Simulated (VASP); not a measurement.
Wanted: the native input for a VASP 6.6.1 run.

```yaml
Task: single point
Functional: r2SCAN
Potentials_or_basis: VASP PAW PBE potentials, release 64 (Cd, Zn, N)
Cutoff: 520 eV
k_mesh: 6 × 6 × 3
Occupations: gaussian, width 0.025 eV
Spin: no spin polarisation
Dipole_correction: no
Further_INCAR_settings: ALGO = Normal; EDIFF = 1e-07; NBANDS = 31
```

The system is ZnCd2N2.

```xyz
5
Lattice="3.4007 -1.9715 0.0000 3.4007 1.9715 0.0000 -2.2746 0.0000 6.5311" Properties=species:S:1:pos:R:3 pbc="T T T"
Cd    4.4814   -0.0078    1.1358
Cd    0.0245   -0.0415    5.4269
Zn    2.2590   -0.0505    3.2180
N     2.2592    0.0435    5.1456
N     2.2444   -0.0151    1.4353
```

One way to write it, as run:

POSCAR

```
ZnCd2N2
1.0
    3.4006576366     -1.9714786562      0.0000000000
    3.4006576366      1.9714786562      0.0000000000
   -2.2745659112      0.0000000000      6.5310990563
Cd Zn N
2 1 2
Direct
    0.7190370000      0.7150800000      0.1739130000
    0.2920210000      0.2709630000      0.8309360000
    0.5097240000      0.4841070000      0.4927210000
    0.5846240000      0.6066930000      0.7878620000
    0.4073110000      0.3996650000      0.2197620000
```

INCAR.step1

```
SYSTEM = ZnCd2N2
PREC = Accurate
ENCUT = 520
ISMEAR = 0
SIGMA = 0.025
LREAL = .False.
LASPH = .True.
NELM = 60
NBANDS = 31
GGA = PE
ALGO = Normal
EDIFF = 1E-4
LWAVE = .True.
LCHARG = .False.
```

INCAR.step2

```
SYSTEM = ZnCd2N2
PREC = Accurate
ENCUT = 520
EDIFF = 1E-7
ISMEAR = 0
SIGMA = 0.025
LREAL = .False.
LASPH = .True.
NELM = 60
ALGO = Normal
ISIF = 2
LWAVE = .False.
LCHARG = .False.
METAGGA = R2SCAN
LMIXTAU = .True.
NBANDS = 31
ISTART = 1
```

KPOINTS

```
regular mesh
0
Gamma
  6 6 3
  0 0 0
```

Potentials or basis: VASP PAW PBE potentials, release 64 (Cd, Zn, N).

The run is started by

```bash
$ cat potpaw_PBE.64/Cd/POTCAR potpaw_PBE.64/Zn/POTCAR potpaw_PBE.64/N/POTCAR > POTCAR
$ cp INCAR.step1 INCAR
$ mpirun -np 1 vasp_std > vasp.out
$ cp INCAR.step2 INCAR
$ mpirun -np 1 vasp_std > vasp.out
```

Results of the run:

```json
{"Pressure": "-2.4 GPa", "Largest force": "2.307 eV/Å", "Band gap on the k mesh": "zero (bands 23 and 24 overlap by 0.24 eV)"}
```

Caveat: semilocal functionals underestimate gaps, and a narrow one can read as zero; the PAW data sets were made with another functional, which shifts forces and pressure a little.

Run time: 5.2 min on 1 thread of Intel(R) Xeon(R) 6975P-C (Granite Rapids) (shared host), peak memory 0.31 GiB.
